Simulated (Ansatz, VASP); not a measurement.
**Two plane-wave programs on Sn5PbS6**

The input INCAR:

```
  ALGO = Normal
  EDIFF = 1E-6
  ENCUT = 520
  GGA = PE
  ISIF = 2
  ISMEAR = 0
  LASPH = T
  LCHARG = F
  LREAL = F
  LWAVE = F
  NBANDS = 72
  NELM = 60
  PREC = Accurate
  SIGMA = 0.1
```

Contents of KPOINTS:

```
k-points
0
Gamma
  4 4 1
```

POSCAR

```
Sn5PbS6
1.0
    4.1551002000      0.0000000000      0.0000000000
    0.0000000000      4.1551002000      0.0000000000
    0.0000000000      0.0000000000     17.6315768000
Sn Pb S
5 1 6
Direct
    0.0000000000      0.0000000000      0.6658470000
    0.5000000000      0.5000000000      0.8314160000
    0.5000000000      0.5000000000      0.1685840000
    0.0000000000      0.0000000000      0.3341530000
    0.5000000000      0.5000000000      0.5000000000
    0.0000000000      0.0000000000      0.0000000000
    0.0000000000      0.0000000000      0.8294910000
    0.5000000000      0.5000000000      0.0000000000
    0.0000000000      0.0000000000      0.1705090000
    0.5000000000      0.5000000000      0.3336360000
    0.0000000000      0.0000000000      0.5000000000
    0.5000000000      0.5000000000      0.6663640000
```

Input for Ansatz:

```yaml
crystal:
  lattice:
    - [4.1551002, 0.0, 0.0]
    - [0.0, 4.1551002, 0.0]
    - [0.0, 0.0, 17.6315768]
  atoms:
    - { symbol: Sn, position: [0.0, 0.0, 0.665847] }
    - { symbol: Sn, position: [0.5, 0.5, 0.831416] }
    - { symbol: Sn, position: [0.5, 0.5, 0.168584] }
    - { symbol: Sn, position: [0.0, 0.0, 0.334153] }
    - { symbol: Sn, position: [0.5, 0.5, 0.5] }
    - { symbol: Pb, position: [0.0, 0.0, 0.0] }
    - { symbol: S, position: [0.0, 0.0, 0.829491] }
    - { symbol: S, position: [0.5, 0.5, 0.0] }
    - { symbol: S, position: [0.0, 0.0, 0.170509] }
    - { symbol: S, position: [0.5, 0.5, 0.333636] }
    - { symbol: S, position: [0.0, 0.0, 0.5] }
    - { symbol: S, position: [0.5, 0.5, 0.666364] }
basis:
  ecutwfc: 420
kpoints:
  mp_grid: { grid: [4, 4, 1] }
hamiltonian:
  xc: pbe
scf:
  occupations: { method: gaussian, width: 0.1 }
  lower_state_search: "off"
output:
  forces: true
  stress: true
  eigenvalues: true
```

Alike in both runs: task single point; functional PBE; k mesh 4 × 4 × 1; occupations gaussian, width 0.1 eV; no spin polarisation.

|  | VASP | Ansatz |
| --- | --- | --- |
| version | VASP 6.6.1 | Ansatz 0.2.0 |
| potentials or method | VASP PAW PBE potentials, release 64 (Sn_d, Pb_d, S), cutoff 520 eV | scalar-relativistic, plane waves, PAW |
| valence electrons in the cell | 120 | 120 |

Ansatz gave:

| Property | Result |
| --- | --- |
| gap on the k mesh at the Fermi level (eV) | 0.44 |
| least direct gap on the mesh (eV) | 0.44 |
| pressure (GPa) | 0.0 |
| traceless stress, the component that is largest in VASP (GPa) | -1.59 |
| rms of the force components (eV/Å) | 0.016 |

Which values does VASP return?

gap on the k mesh at the Fermi level (eV): 0.45; least direct gap on the mesh (eV): 0.45; pressure (GPa): -0.1; traceless stress, the component that is largest in VASP (GPa): -1.59; rms of the force components (eV/Å): 0.016.

Atom by atom the forces differ by 0.001 eV/Å (rms over components).

Spin-orbit coupling is off throughout.
